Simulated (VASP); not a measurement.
A run of VASP 6.6.1 is set up as follows.

INCAR

```
  PREC = Accurate
  ENCUT = 520
  EDIFF = 1E-6
  ISMEAR = 0
  SIGMA = 0.1
  LREAL = F
  LASPH = T
  NELM = 100
  ALGO = Normal
  ISIF = 2
  LWAVE = F
  LCHARG = F
  GGA = PE
  NBANDS = 26
```

File KPOINTS:

```
Automatic mesh
0
Gamma
  3 3 3
```

Contents of POSCAR:

```
Na3Cl2
1.0
    1.7599510000    -10.1702560000      0.0000000000
    1.7599510000     10.1702560000      0.0000000000
    0.0000000000      0.0000000000      3.5276360000
Na Cl
3 2
Direct
    0.5000000000      0.5000000000      0.0000000000
    0.3310110000      0.6689890000      0.0000000000
    0.6689890000      0.3310110000      0.0000000000
    0.9134020000      0.0865980000      0.5000000000
    0.0865980000      0.9134020000      0.5000000000
```

Potentials or basis: VASP PAW PBE potentials, release 64 (Na_pv, Cl).

Launch:

```console
$ cat potpaw_PBE.64/Na_pv/POTCAR potpaw_PBE.64/Cl/POTCAR > POTCAR
$ mpirun -np 1 vasp_std > vasp.out
```

**Question.** Predict the pressure.

**Answer.** 0.2 GPa.

**Question.** Predict the largest force.

**Answer.** 0.010 eV/Å.

**Question.** Estimate the band gap on the k mesh.

**Answer.** Zero (an odd number of electrons rules out a gap without spin polarisation).

Forces on the atoms (eV/Å):
```
Na   0.000  0.000  0.000
Na   0.000 -0.010  0.000
Na   0.000  0.010  0.000
Cl   0.000  0.001  0.000
Cl   0.000 -0.001  0.000
```

Caveat: the k points lie up to 0.60 Å⁻¹ apart, too coarse for converged energies and pressures of a metal; an odd number of electrons without spin polarisation forces a metal; a magnetic or distorted state may lie lower.
